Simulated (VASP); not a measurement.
# FeSi2 (P4/mmm) in VASP: a series of runs, part 2 of 2

VASP 6.6.1. Earlier steps stand in the parts before.

## 3. Relaxation of cell and atoms, PBEsol

This run uses another cell than the first one, of 12.31 Å³/atom, 1.010 times its volume.

Contents of INCAR:

```
  PREC = Accurate
  ENCUT = 600
  EDIFF = 1E-7
  ISMEAR = 0
  SIGMA = 0.1
  LREAL = F
  LASPH = T
  NELM = 100
  ALGO = Normal
  ISIF = 3
  LWAVE = F
  LCHARG = F
  GGA = PS
  IBRION = 2
  NSW = 100
  EDIFFG = -0.005
```

Contents of KPOINTS:

```
Automatic mesh
0
Gamma
  16 16 8
```

Contents of POSCAR:

```
FeSi2
1.0
    2.6840000000      0.0000000000      0.0000000000
    0.0000000000      2.6840000000      0.0000000000
    0.0000000000      0.0000000000      5.1280000000
Fe Si
1 2
Direct
    0.0000000000      0.0000000000      0.0000000000
    0.5000000000      0.5000000000      0.2700000000
    0.5000000000      0.5000000000      0.7300000000
```

Potentials or basis: VASP PAW PBE potentials, release 64 (Fe, Si).

Started as:

```console
cat potpaw_PBE.64/Fe/POTCAR potpaw_PBE.64/Si/POTCAR > POTCAR
mpirun -np 1 vasp_std > vasp.out
```

OUTCAR:

```text
PREC = Accurate
   ENCUT = 600
   EDIFF = 1E-7
   ISMEAR = 0
   LREAL = F
   LASPH = T
   NELM = 100
   ISIF = 3
   GGA = PS
   IBRION = 2
   NSW = 100
   EDIFFG = -0.005

 ion  position               nearest neighbor table
   1  0.000  0.000  0.000-   2 2.35   3 2.35   2 2.35   3 2.35   2 2.35   3 2.35   2 2.35   3 2.35

   2  0.500  0.500  0.270-   1 2.35   1 2.35   1 2.35   1 2.35   3 2.36   3 2.77
   3  0.500  0.500  0.730-   1 2.35   1 2.35   1 2.35   1 2.35   2 2.36   2 2.77

  LATTYP: Found a simple tetragonal cell.
 ALAT       =     2.6840000000
 C/A-ratio  =     1.9105812221

  Lattice vectors:

 A1 = (   2.6840000000,   0.0000000000,   0.0000000000)
 A2 = (   0.0000000000,   2.6840000000,   0.0000000000)
 A3 = (   0.0000000000,   0.0000000000,   5.1280000000)

Analysis of symmetry for initial positions (statically):
=====================================================================
 Subroutine PRICEL returns:
 Original cell was already a primitive cell.

 Routine SETGRP: Setting up the symmetry group for a
 simple tetragonal supercell.

 Subroutine GETGRP returns: Found 16 space group operations
 (whereof 16 operations were pure point group operations)
 out of a pool of 16 trial point group operations.

The static configuration has the point symmetry D_4h.

Analysis of symmetry for dynamics (positions and initial velocities):
=====================================================================
 Subroutine PRICEL returns:
 Original cell was already a primitive cell.

 Routine SETGRP: Setting up the symmetry group for a
 simple tetragonal supercell.

 Subroutine GETGRP returns: Found 16 space group operations
 (whereof 16 operations were pure point group operations)
 out of a pool of 16 trial point group operations.

The dynamic configuration has the point symmetry D_4h.

 Subroutine INISYM returns: Found 16 space group operations
 (whereof 16 operations are pure point group operations),
 and found     1 'primitive' translations

----------------------------------------------------------------------------------------

                                     Primitive cell

  volume of cell :      36.9414

  direct lattice vectors                    reciprocal lattice vectors
     2.684000000  0.000000000  0.000000000     0.372578241  0.000000000  0.000000000
     0.000000000  2.684000000  0.000000000     0.000000000  0.372578241  0.000000000
     0.000000000  0.000000000  5.128000000     0.000000000  0.000000000  0.195007800

  length of vectors
     2.684000000  2.684000000  5.128000000     0.372578241  0.372578241  0.195007800

  position of ions in fractional coordinates (direct lattice)
     0.000000000  0.000000000  0.000000000
     0.500000000  0.500000000  0.270000000
     0.500000000  0.500000000  0.730000000

  ion indices of the primitive-cell ions
   primitive index   ion index
                 1           1
                 2           2
                 3           3

----------------------------------------------------------------------------------------

 KPOINTS: Automatic mesh

Automatic generation of k-mesh.
 Grid dimensions read from file:
 generate k-points for:   16   16    8

 Generating k-lattice:

  Cartesian coordinates                     Fractional coordinates (reciprocal lattice)
     0.023286140  0.000000000  0.000000000     0.062500000  0.000000000  0.000000000
     0.000000000  0.023286140  0.000000000     0.000000000  0.062500000  0.000000000
     0.000000000  0.000000000  0.024375975     0.000000000  0.000000000  0.125000000

  Length of vectors
     0.023286140  0.023286140  0.024375975

  Shift w.r.t. Gamma in fractional coordinates (k-lattice)
     0.000000000  0.000000000  0.000000000

 Subroutine IBZKPT returns following result:
 ===========================================

 Found    225 irreducible k-points:

 Following reciprocal coordinates:
            Coordinates               Weight
  0.000000  0.000000  0.000000      1.000000
  0.062500  0.000000  0.000000      4.000000
  0.125000  0.000000  0.000000      4.000000
  0.187500  0.000000  0.000000      4.000000
  0.250000  0.000000  0.000000      4.000000
  0.312500  0.000000  0.000000      4.000000
[... 16 lines left out ...]
  0.437500  0.125000  0.000000      8.000000
  0.500000  0.125000  0.000000      4.000000
 [... further k-points ...]
   k-points           NKPTS =    225   k-points in BZ     NKDIM =    225   number of bands    NBANDS=     12
   number of dos      NEDOS =    301   number of ions     NIONS =      3
   total plane-waves  NPLWV =  24192
   dimension x,y,z NGX =    24 NGY =   24 NGZ =   42
   dimension x,y,z NGXF=    48 NGYF=   48 NGZF=   84
   ions per type =               1   2
   NGX,Y,Z   is equivalent  to a cutoff of  14.87, 14.87, 13.62 a.u.
   NGXF,Y,Z  is equivalent  to a cutoff of  29.73, 29.73, 27.23 a.u.
 SYSTEM =  unknown system
   PREC   = accura    normal or accurate (medium, high low for compatibility)
   ISTART =      0    job   : 0-new  1-cont  2-samecut
   ICHARG =      2    charge: 1-file 2-atom 10-const
   ISPIN  =      1    spin polarized calculation?
   LNONCOLLINEAR =      F non collinear calculations
   LSORBIT =      F    spin-orbit coupling
   LASPH  =      T    aspherical Exc in radial PAW
   ENCUT  =  600.0 eV  44.10 Ry    6.64 a.u.   5.36  5.36 10.24*2*pi/ulx,y,z
   NELM   =    100;   NELMIN=  2; NELMDL= -5     # of ELM steps
   EDIFF  = 0.1E-06   stopping-criterion for ELM
   LREAL  =      F    real-space projection
   EDIFFG = -.5E-02   stopping-criterion for IOM
   NSW    =    100    number of steps for IOM
   IBRION =      2    ionic relax: 0-MD 1-quasi-New 2-CG
   NFREE  =      1    steps in history (QN), initial steepest desc. (CG)
   ISIF   =      3    stress and relaxation
   ISYM   =      2    0-nonsym 1-usesym 2-fastsym
   POTIM  = 0.5000    time-step for ionic-motion
   TEBEG  =    0.0;   TEEND  =   0.0 temperature during run
   PSTRESS=    0.0 pullay stress
   NELECT =      16.0000    total number of electrons
   NUPDOWN=      -1.0000    fix difference up-down
   EMIN   =  10.00;   EMAX   =-10.00  energy-range for DOS
   EFERMI =   0.00;   METHOD = LEGACY
   ISMEAR =     0;   SIGMA  =   0.10  broadening in eV -4-tet -1-fermi 0-gaus
   EFERMI_NEDOS =   21; number of points for ismear=-14 and -15
   IALGO  =     38    algorithm
   IMIX   =      4    mixing-type and parameters
     AMIX     =   0.40;   BMIX     =  1.00
     AMIX_MAG =   1.60;   BMIX_MAG =  1.00
  volume/ion in A,a.u.               =      12.31        83.10
  Fermi-wavevector in a.u.,A,eV,Ry     =   1.238636  2.340683 20.874330  1.534220
  Thomas-Fermi vector in A             =   2.373153
   LORBIT       =      0    0 simple, 1 ext, 2 COOP (PROOUT), +10 PAW based schemes
   GGA     = PS    functional components
   LHFCALC =     F    Hartree Fock is set to
   AEXX    =    0.0000 exact exchange contribution
   IVDW    =     0    specifies the selected vdW correction
   LEPSILON=     F    determine dielectric tensor
   LRPA    =     F    only Hartree local field effects (RPA)
 conjugate gradient relaxation of ions
 non-spin polarized calculation
 Gauss-broadening in eV      SIGMA  =   0.10
  energy-cutoff  :      600.00
  volume of cell :       36.94
 maximum number of plane-waves:      1253
 NGX is ok and might be reduce to    24
   NGX = 11   NGY = 11   NGZ = 21

--------------------------------------- Ionic step        1  -------------------------------------------

 number of electron      16.0000000 magnetization

 Free energy of the ion-electron system (eV)
  ---------------------------------------------------
  ext. energy  EPLUGINS =         0.00000000
  ---------------------------------------------------
  free energy    TOTEN  =       -21.94992719 eV

  energy without entropy =      -21.94464336  energy(sigma->0) =      -21.94728527

 E-fermi :   9.9241     XC(G=0): -12.0760

 val. band max:        9.9125300676   @ k =   0.4375   0.2500   0.0000
 cond. band min:       9.9276546946   @ k =   0.5000   0.4375   0.3750
 fundamental gap:      0.0151246270
 Fermi energy:         9.9240751096

 k-point     1 :       0.0000    0.0000    0.0000
  band No.  band energies     occupation
      1      -4.0364      2.00000
      2       0.7224      2.00000
      3       1.9428      2.00000
      4       6.3015      2.00000
      5       8.2657      2.00000
      6       8.3947      2.00000
      7       8.3947      2.00000
      8       9.2646      2.00000
      9      14.5000      0.00000
     10      14.5000      0.00000
     11      16.3835      0.00000
     12      17.0998      0.00000
[... 527 lines left out ...]
  energy  without entropy=      -21.9490800723  energy(sigma->0) =      -21.95163931

--------------------------------------- Ionic step        6  -------------------------------------------

 number of electron      15.9999999 magnetization

 Free energy of the ion-electron system (eV)
  ---------------------------------------------------
  ext. energy  EPLUGINS =         0.00000000
  ---------------------------------------------------
  free energy    TOTEN  =       -21.95421985 eV

  energy without entropy =      -21.94909573  energy(sigma->0) =      -21.95165779

 E-fermi :  10.0289     XC(G=0): -12.1183

 val. band max:       10.0196276103   @ k =   0.4375   0.2500   0.0000
 cond. band min:      10.0464630296   @ k =   0.5000   0.2500   0.0000
 fundamental gap:      0.0268354193
 Fermi energy:        10.0288745997

 k-point     1 :       0.0000    0.0000    0.0000
  band No.  band energies     occupation
      1      -3.9909      2.00000
      2       0.8202      2.00000
      3       1.9932      2.00000
      4       6.4132      2.00000
      5       8.3481      2.00000
      6       8.5150      2.00000
      7       8.5150      2.00000
      8       9.4016      2.00000
      9      14.6367      0.00000
     10      14.6367      0.00000
     11      16.5814      0.00000
     12      17.1674      0.00000
[... 375 lines left out ...]
  FREE ENERGIE OF THE ION-ELECTRON SYSTEM (eV)
  ---------------------------------------------------
  free  energy   TOTEN  =       -21.9542198539 eV

  energy  without entropy=      -21.9490957327  energy(sigma->0) =      -21.95165779

 reached required accuracy - stopping structural energy minimisation
```

OSZICAR:

```text
N       E                     dE             d eps       ncg     rms          rms(c)
DAV:   1     0.731450151905E+02    0.73145E+02   -0.79516E+03  5416   0.151E+03
DAV:   2    -0.188268651423E+02   -0.91972E+02   -0.84362E+02  5420   0.262E+02
[... 49 lines left out ...]
       N       E                     dE             d eps       ncg     rms          rms(c)
DAV:   1    -0.219543140259E+02   -0.11545E-03   -0.27721E-03  6388   0.793E-01    0.914E-02
DAV:   2    -0.219543705433E+02   -0.56517E-04   -0.97352E-04  7788   0.736E-01    0.966E-02
DAV:   3    -0.219542305021E+02    0.14004E-03   -0.50117E-04  7860   0.545E-01    0.310E-02
DAV:   4    -0.219542203172E+02    0.10185E-04   -0.31746E-05  7192   0.885E-02    0.638E-03
DAV:   5    -0.219542198450E+02    0.47218E-06   -0.16468E-06  7112   0.151E-02    0.210E-03
DAV:   6    -0.219542198539E+02   -0.88494E-08   -0.13311E-07  4044   0.414E-03
   6 F= -.21954220E+02 E0= -.21951658E+02  d E =-.212999E-04
```

CONTCAR:

```text
FeSi2
   1.00000000000000
     2.6775825206168018    0.0000000000000000   -0.0000000000000000
     0.0000000000000000    2.6775825206168018   -0.0000000000000000
    -0.0000000000000000    0.0000000000000000    5.1102042656129347
  Fe              Si
     1     2
Direct
     1.0000000000000000    0.0000000000000000    0.0000000000000000
     0.5000000000000000    0.5000000000000000    0.2719961550803884
     0.5000000000000000    0.5000000000000000    0.7280038449196117

  0.00000000E+00  0.00000000E+00  0.00000000E+00
  0.00000000E+00  0.00000000E+00  0.00000000E+00
  0.00000000E+00  0.00000000E+00  0.00000000E+00
```

Run time: 5.7 min. Hardware: 1 thread of Intel Xeon Platinum 8259CL at 2.50GHz (Skylake/Cascade Lake), shared host; peak memory 0.28 GiB.

Results:

- Free energy: -21.9542 eV
- Relaxed volume: 12.21 Å³/atom
- Relaxed cell: a = 2.678 Å, b = 2.678 Å, c = 5.110 Å, α = 90.00°, β = 90.00°, γ = 90.00°
- Space group after relaxing (to 0.05 Å): P4/mmm (No. 123)
- Energy gained by relaxing: 1.4 meV/atom
- Ionic steps: 6
- Pressure after relaxing: 0.0 GPa
- Band gap on the k mesh: zero (band 8 reaches 10.21 eV, above the bottom of band 9 at 9.83 eV)

Forces on the atoms (eV/Å):
```
Fe   0.000  0.000  0.000
Si   0.000  0.000  0.002
Si   0.000  0.000 -0.002
```

Step by step:
```csv
step,energy change (eV),largest force (eV/Å),pressure (GPa),volume (Å³)
1,0.0000,0.2882,-1.24,36.94
2,-0.0025,0.1240,1.16,36.44
3,-0.0041,0.0435,0.20,36.63
4,-0.0042,0.0282,-0.27,36.69
5,-0.0043,0.0048,-0.12,36.67
6,-0.0043,0.0021,0.03,36.64
```

Final structure:
```yaml
crystal:
  lattice:
    - [2.67758, 0.00000, 0.00000]
    - [0.00000, 2.67758, 0.00000]
    - [0.00000, 0.00000, 5.11020]
  atoms:
    - { symbol: Fe, position: [0.00000, 0.00000, 0.00000] }
    - { symbol: Si, position: [0.50000, 0.50000, 0.27200] }
    - { symbol: Si, position: [0.50000, 0.50000, 0.72800] }
```

Caveat: the PAW data sets were made with another functional, which shifts forces and pressure a little. Spin polarisation is off, so any magnetic state and its effect on volume and gap are missing.
